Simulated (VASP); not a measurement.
# Fe (Im-3m) in VASP: further runs, part 2 of 2

VASP 6.6.1.

## (3) Single point, PBE, collinear spin, ferromagnetic start (10.89 Å³/atom)

This run uses another cell than the first one, of 10.89 Å³/atom.

INCAR reads:

```
ALGO = Normal
EDIFF = 1E-6
ENCUT = 520
GGA = PE
ISIF = 2
ISMEAR = 0
ISPIN = 2
LASPH = True
LCHARG = False
LMAXMIX = 4
LORBIT = 11
LREAL = False
LWAVE = False
MAGMOM = 2.4
NBANDS = 14
NELM = 150
PREC = Accurate
SIGMA = 0.05
```

KPOINTS reads:

```
k-points
0
Gamma
  22 22 22
```

POSCAR reads:

```
Fe
1.0
   -1.3964612817      1.3964612817      1.3964612817
    1.3964612817     -1.3964612817      1.3964612817
    1.3964612817      1.3964612817     -1.3964612817
Fe
1
Direct
    0.0000000000      0.0000000000      0.0000000000
```

Potentials or basis: VASP PAW PBE potentials, release 64 (Fe).

Command:

```
$ cat potpaw_PBE.64/Fe/POTCAR > POTCAR
$ mpirun -np 1 vasp_std > vasp.out
```

OUTCAR:

```text
EDIFF = 1E-6
   ENCUT = 520
   GGA = PE
   ISIF = 2
   ISMEAR = 0
   ISPIN = 2
   LASPH = True
   LORBIT = 11
   LREAL = False
   NELM = 150
   PREC = Accurate

 ion  position               nearest neighbor table
   1  0.000  0.000  0.000-

  LATTYP: Found a body centered cubic cell.
 ALAT       =     2.7929225634

  Lattice vectors:

 A1 = (  -1.3964612817,   1.3964612817,   1.3964612817)
 A2 = (   1.3964612817,  -1.3964612817,   1.3964612817)
 A3 = (   1.3964612817,   1.3964612817,  -1.3964612817)

Analysis of symmetry for initial positions (statically):
=====================================================================
 Subroutine PRICEL returns:
 Original cell was already a primitive cell.

 Routine SETGRP: Setting up the symmetry group for a
 body centered cubic supercell.

 Subroutine GETGRP returns: Found 48 space group operations
 (whereof 48 operations were pure point group operations)
 out of a pool of 48 trial point group operations.

The static configuration has the point symmetry O_h .

Analysis of symmetry for dynamics (positions and initial velocities):
=====================================================================
 Subroutine PRICEL returns:
 Original cell was already a primitive cell.

 Routine SETGRP: Setting up the symmetry group for a
 body centered cubic supercell.

 Subroutine GETGRP returns: Found 48 space group operations
 (whereof 48 operations were pure point group operations)
 out of a pool of 48 trial point group operations.

The dynamic configuration has the point symmetry O_h .

Analysis of structural, dynamic, and magnetic symmetry:
=====================================================================
 Subroutine PRICEL returns:
 Original cell was already a primitive cell.

 Routine SETGRP: Setting up the symmetry group for a
 body centered cubic supercell.

 Subroutine GETGRP returns: Found 48 space group operations
 (whereof 48 operations were pure point group operations)
 out of a pool of 48 trial point group operations.

The overall configuration has the point symmetry O_h .

[... 160 lines left out ...]
      5       5.1771      1.00000
      6       5.1771      1.00000
      7      31.6960      0.00000
      8      31.6960      0.00000
      9      31.6960      0.00000
     10      37.0597      0.00000
     11      37.0597      0.00000
     12      39.6106      0.00000
     13      39.6106      0.00000
     14      39.6106      0.00000
[... 379 lines left out ...]
      3       3.6356      1.00000
      4       4.8134      1.00000
      5       4.9021      1.00000
      6       5.2708      1.00000
      7      25.7687      0.00000
      8      27.5147      0.00000
      9      31.7223      0.00000
     10      32.1983      0.00000
     11      36.0077      0.00000
     12      37.5067      0.00000
     13      41.5230      0.00000
     14      41.5847      0.00000

 [... further k-points ...]

 spin component 2

 k-point     1 :       0.0000    0.0000    0.0000
  band No.  band energies     occupation
      1      -2.2368      1.00000
      2       5.7336      1.00000
      3       5.7338      1.00000
      4       5.7338      1.00000
      5       7.8904      0.00000
      6       7.8906      0.00000
      7      31.4744      0.00000
      8      31.4744      0.00000
      9      31.4744      0.00000
     10      37.2849      0.00000
     11      37.2849      0.00000
     12      40.2708      0.00000
     13      40.2708      0.00000
     14      40.2709      0.00000
[... 379 lines left out ...]
      3       5.4330      1.00000
      4       6.7282      0.00000
      5       7.4806      0.00000
      6       7.9906      0.00000
      7      26.1838      0.00000
      8      27.8397      0.00000
      9      31.9847      0.00000
     10      32.6387      0.00000
     11      36.3389      0.00000
     12      38.1014      0.00000
     13      41.8319      0.00000
     14      42.0861      0.00000

 [... further k-points ...]

------------------------ aborting loop because EDIFF is reached ----------------------------------------

  FORCE on cell =-STRESS in cart. coord.  units (eV):
  Direction    XX          YY          ZZ          XY          YZ          ZX
  --------------------------------------------------------------------------------------
  -------------------------------------------------------------------------------------
  Total        0.6126457      0.6126457      0.6126457      0.0000000      0.0000000     -0.0000000
  in kB       90.1100596     90.1100596     90.1100596      0.0000000      0.0000000     -0.0000000
  external PRESSURE =      90.1100596 kB  Pullay stress =       0.0000000 kB

 VOLUME and BASIS-vectors are now :
 -----------------------------------------------------------------------------
  energy-cutoff  :      520.00
  volume of cell :       10.89
      direct lattice vectors                 reciprocal lattice vectors
    -1.396461282  1.396461282  1.396461282     0.000000000  0.358047879  0.358047879
     1.396461282 -1.396461282  1.396461282     0.358047879  0.000000000  0.358047879
     1.396461282  1.396461282 -1.396461282     0.358047879  0.358047879  0.000000000

 POSITION                                       TOTAL-FORCE (eV/Angst)
 -----------------------------------------------------------------------------------
      0.00000      0.00000      0.00000        -0.000000     -0.000000      0.000000
 -----------------------------------------------------------------------------------
    total drift:                                0.000000      0.000000      0.000000

  FREE ENERGIE OF THE ION-ELECTRON SYSTEM (eV)
  ---------------------------------------------------
  free  energy   TOTEN  =        -8.2317764758 eV

  energy  without entropy=       -8.2308093742  energy(sigma->0) =       -8.23129293

 total charge

# of ion       s       p       d       tot
------------------------------------------
    1        0.506   0.581   6.272   7.359

 magnetization (x)

# of ion       s       p       d       tot
------------------------------------------
    1       -0.012  -0.054   2.195   2.129
```

OSZICAR:

```text
N       E                     dE             d eps       ncg     rms          rms(c)
DAV:   1     0.215757981805E+02    0.21576E+02   -0.38322E+03 20294   0.708E+02
DAV:   2    -0.831787304105E+01   -0.29894E+02   -0.27581E+02 20300   0.130E+02
DAV:   3    -0.922760490369E+01   -0.90973E+00   -0.89908E+00 22248   0.232E+01
DAV:   4    -0.923044406736E+01   -0.28392E-02   -0.28390E-02 21398   0.118E+00
DAV:   5    -0.923045642356E+01   -0.12356E-04   -0.12356E-04 22444   0.797E-02    0.119E+01
DAV:   6    -0.829968794032E+01    0.93077E+00   -0.94837E+00 23582   0.362E+01    0.501E+00
DAV:   7    -0.824533830495E+01    0.54350E-01   -0.50348E-01 22706   0.810E+00    0.320E+00
DAV:   8    -0.823915575201E+01    0.61826E-02   -0.82833E-03 22524   0.531E-01    0.150E+00
DAV:   9    -0.823101925572E+01    0.81365E-02   -0.85952E-03 24954   0.503E-01    0.409E-01
DAV:  10    -0.823162744718E+01   -0.60819E-03   -0.36463E-03 22288   0.481E-01    0.184E-01
DAV:  11    -0.823177332357E+01   -0.14588E-03   -0.41174E-04 22136   0.193E-01    0.377E-02
DAV:  12    -0.823177675809E+01   -0.34345E-05   -0.97144E-06 22444   0.272E-02    0.111E-02
DAV:  13    -0.823177647585E+01    0.28225E-06   -0.13477E-06 17850   0.806E-03
   1 F= -.82317765E+01 E0= -.82312929E+01  d E =-.967102E-03  mag=     2.1396
```

stdout:

```text
POSCAR found type information on POSCAR Fe
 POSCAR found :  1 types and       1 ions
 scaLAPACK will be used
 LDA part: xc-table for (Slater+PW92), standard interpolation
 POSCAR, INCAR and KPOINTS ok, starting setup
 FFT: planning ... GRIDC
 FFT: planning ... GRID_SOFT
 FFT: planning ... GRID
 WAVECAR not read
 entering main loop
```

It took 49 s on 1 thread of Intel Xeon Platinum 8559C (Emerald Rapids), shared host; peak memory 0.19 GiB.

What came out:

```yaml
Free_energy: -8.2318 eV
Pressure: 9.0 GPa
Net_moment: 2.14 μB per cell
Site_moments: Fe +2.13 μB
Valence_electrons_inside_the_program's_atomic_spheres: Fe 7.36
```

Caveat: the cell stands under pressure.

## (4) Single point, PBE, collinear spin, ferromagnetic start (11.12 Å³/atom)

This run uses another cell than the first one, of 11.12 Å³/atom.

INCAR reads:

```
ALGO = Normal
EDIFF = 1E-6
ENCUT = 520
GGA = PE
ISIF = 2
ISMEAR = 0
ISPIN = 2
LASPH = T
LCHARG = F
LMAXMIX = 4
LORBIT = 11
LREAL = F
LWAVE = F
MAGMOM = 2.43
NBANDS = 14
NELM = 150
PREC = Accurate
SIGMA = 0.05
```

KPOINTS is that of step 3.

POSCAR reads:

```
Fe
1.0
   -1.4060923535      1.4060923535      1.4060923535
    1.4060923535     -1.4060923535      1.4060923535
    1.4060923535      1.4060923535     -1.4060923535
Fe
1
Direct
    0.0000000000      0.0000000000      0.0000000000
```

Potentials or basis: VASP PAW PBE potentials, release 64 (Fe).

Command:

```
$ cat potpaw_PBE.64/Fe/POTCAR > POTCAR
$ mpirun -np 1 vasp_std > vasp.out
```

OUTCAR:

```text
EDIFF = 1E-6
   ENCUT = 520
   GGA = PE
   ISIF = 2
   ISMEAR = 0
   ISPIN = 2
   LASPH = T
   LORBIT = 11
   LREAL = F
   NELM = 150
   PREC = Accurate

 ion  position               nearest neighbor table
   1  0.000  0.000  0.000-

  LATTYP: Found a body centered cubic cell.
 ALAT       =     2.8121847070

  Lattice vectors:

 A1 = (  -1.4060923535,   1.4060923535,   1.4060923535)
 A2 = (   1.4060923535,  -1.4060923535,   1.4060923535)
[... 1024 lines left out ...]
  -------------------------------------------------------------------------------------
  Total        0.2781493      0.2781493      0.2781493     -0.0000000     -0.0000000      0.0000000
  in kB       40.0762437     40.0762437     40.0762437     -0.0000000     -0.0000000      0.0000000
  external PRESSURE =      40.0762437 kB  Pullay stress =       0.0000000 kB

 VOLUME and BASIS-vectors are now :
 -----------------------------------------------------------------------------
  energy-cutoff  :      520.00
  volume of cell :       11.12
      direct lattice vectors                 reciprocal lattice vectors
    -1.406092354  1.406092354  1.406092354     0.000000000  0.355595419  0.355595419
     1.406092354 -1.406092354  1.406092354     0.355595419  0.000000000  0.355595419
     1.406092354  1.406092354 -1.406092354     0.355595419  0.355595419  0.000000000

 POSITION                                       TOTAL-FORCE (eV/Angst)
 -----------------------------------------------------------------------------------
      0.00000      0.00000      0.00000        -0.000000     -0.000000      0.000000
 -----------------------------------------------------------------------------------
    total drift:                                0.000000      0.000000      0.000000

  FREE ENERGIE OF THE ION-ELECTRON SYSTEM (eV)
  ---------------------------------------------------
  free  energy   TOTEN  =        -8.2407737324 eV

  energy  without entropy=       -8.2397826366  energy(sigma->0) =       -8.24027818

 total charge

# of ion       s       p       d       tot
------------------------------------------
    1        0.497   0.561   6.255   7.313

 magnetization (x)

# of ion       s       p       d       tot
------------------------------------------
    1       -0.012  -0.054   2.213   2.147
```

OSZICAR:

```text
N       E                     dE             d eps       ncg     rms          rms(c)
DAV:   1     0.212782626754E+02    0.21278E+02   -0.38360E+03 20016   0.705E+02
DAV:   2    -0.834706715037E+01   -0.29625E+02   -0.27328E+02 20168   0.128E+02
DAV:   3    -0.924133912936E+01   -0.89427E+00   -0.88765E+00 22284   0.230E+01
DAV:   4    -0.924422040388E+01   -0.28813E-02   -0.28811E-02 21188   0.119E+00
DAV:   5    -0.924423359272E+01   -0.13189E-04   -0.13188E-04 22580   0.817E-02    0.116E+01
DAV:   6    -0.831667120777E+01    0.92756E+00   -0.98833E+00 23474   0.367E+01    0.522E+00
DAV:   7    -0.825450732756E+01    0.62164E-01   -0.57963E-01 22706   0.859E+00    0.325E+00
DAV:   8    -0.824813063198E+01    0.63767E-02   -0.92377E-03 22438   0.564E-01    0.144E+00
DAV:   9    -0.824059306004E+01    0.75376E-02   -0.65382E-03 24930   0.389E-01    0.348E-01
DAV:  10    -0.824077886851E+01   -0.18581E-03   -0.19455E-03 21196   0.342E-01    0.121E-01
DAV:  11    -0.824077197344E+01    0.68951E-05   -0.11346E-04 21370   0.111E-01    0.414E-02
DAV:  12    -0.824077326975E+01   -0.12963E-05   -0.90167E-06 22388   0.313E-02    0.143E-02
DAV:  13    -0.824077373235E+01   -0.46260E-06   -0.12451E-06 17490   0.124E-02
   1 F= -.82407737E+01 E0= -.82402782E+01  d E =-.991096E-03  mag=     2.1550
```

stdout:

```text
POSCAR found type information on POSCAR Fe
 POSCAR found :  1 types and       1 ions
 scaLAPACK will be used
 LDA part: xc-table for (Slater+PW92), standard interpolation
 POSCAR, INCAR and KPOINTS ok, starting setup
 FFT: planning ... GRIDC
 FFT: planning ... GRID_SOFT
 FFT: planning ... GRID
 WAVECAR not read
 entering main loop
```

It took 45 s on 1 thread of Intel Xeon Platinum 8559C (Emerald Rapids), shared host; peak memory 0.19 GiB.

Results:

* Free energy: -8.2408 eV
* Pressure: 4.0 GPa
* Net moment: 2.15 μB per cell
* Site moments: Fe +2.15 μB
* Valence electrons inside the program's atomic spheres: Fe 7.31

Caveat: the cell stands under pressure.

## (5) Single point, PBE, collinear spin, ferromagnetic start (11.35 Å³/atom)

INCAR reads:

```
PREC     = Accurate       # precision mode
ENCUT    = 520            # plane-wave cutoff, eV
EDIFF    = 1E-7           # SCF threshold, eV
ISMEAR   = 0              # smearing method
SIGMA    = 0.05           # smearing width, eV
LREAL    = F              # projectors in reciprocal space
LASPH    = T              # aspherical terms in the spheres
NELM     = 150            # most SCF steps
ALGO     = Fast           # electronic algorithm
ISIF     = 2              # what is computed and relaxed
LWAVE    = F              # write WAVECAR
LCHARG   = F              # write CHGCAR
ISPIN    = 2              # spin polarisation
MAGMOM   = 2.41           # initial moments
LORBIT   = 11             # projections on sites
LMAXMIX  = 4              # l up to which the mixer works
GGA      = PE             # functional
NBANDS   = 14             # bands
```

KPOINTS reads:

```
Automatic mesh
0
Gamma
  22 22 22
```

POSCAR reads:

```
Fe
1.0
   -1.4155932657      1.4155932657      1.4155932657
    1.4155932657     -1.4155932657      1.4155932657
    1.4155932657      1.4155932657     -1.4155932657
Fe
1
Direct
    0.0000000000      0.0000000000      0.0000000000
```

Command:

```
$ cat potpaw_PBE.64/Fe/POTCAR > POTCAR
$ mpirun -np 1 vasp_std > vasp.out
```

Run time: 62 s. Hardware: 1 thread of Intel Xeon Platinum 8559C (Emerald Rapids), shared host; peak memory 0.19 GiB.

It converged, with:

```
Free energy                                           : -8.2433 eV
Pressure                                              : -0.3 GPa
Net moment                                            : 2.18 μB per cell
Site moments                                          : Fe +2.17 μB
Valence electrons inside the program's atomic spheres : Fe 7.27
```

Levels at points of the mesh, in eV from the Fermi level:
Spin up:
```
           k point  band 3  band 4  band 5  band 6  band 7  band 8
(0.00, 0.00, 0.00)   -2.28   -2.28   -1.08   -1.08   25.05   25.05
(0.50, 0.00, 0.00)   -1.01   -0.89    0.41    0.53    7.38   18.39
(0.50, 0.50, 0.50)    0.14    0.14    0.14    9.96    9.96    9.96
```
Spin down:
```
           k point  band 1  band 2  band 3  band 4  band 5  band 6  band 7
(0.00, 0.00, 0.00)   -8.25   -0.40   -0.40   -0.40    1.67    1.67   24.80
(0.50, 0.00, 0.00)   -3.64   -1.68    0.65    1.52    1.92    2.60    8.74
(0.50, 0.50, 0.50)   -3.02   -3.02    2.30    2.30    2.30   10.23   10.23
```

## (6) Summary

```tsv
spin	cell	gap on the mesh (eV)	pressure (GPa)	moment (μB)
off	a = 2.452 Å, angles 109.5°, 1 atom	none	-18.0	-
collinear, ferromagnetic start	a = 2.419 Å, angles 109.5°, 1 atom	none	9.0	2.14
collinear, ferromagnetic start	a = 2.435 Å, angles 109.5°, 1 atom	none	4.0	2.15
collinear, ferromagnetic start	a = 2.452 Å, angles 109.5°, 1 atom	none	-0.3	2.18
```

Alike in all rows: task single point; level PBE; potentials or basis VASP PAW PBE potentials, release 64 (Fe); k mesh 22 × 22 × 22; cutoff (eV) 520; smearing gaussian 0.05 eV.

Caveats: the cell stands under pressure (at least some runs); the cell stands under tension (at least some runs).

Total energies depend on the potentials used, so only differences within one code and one set of settings carry meaning.
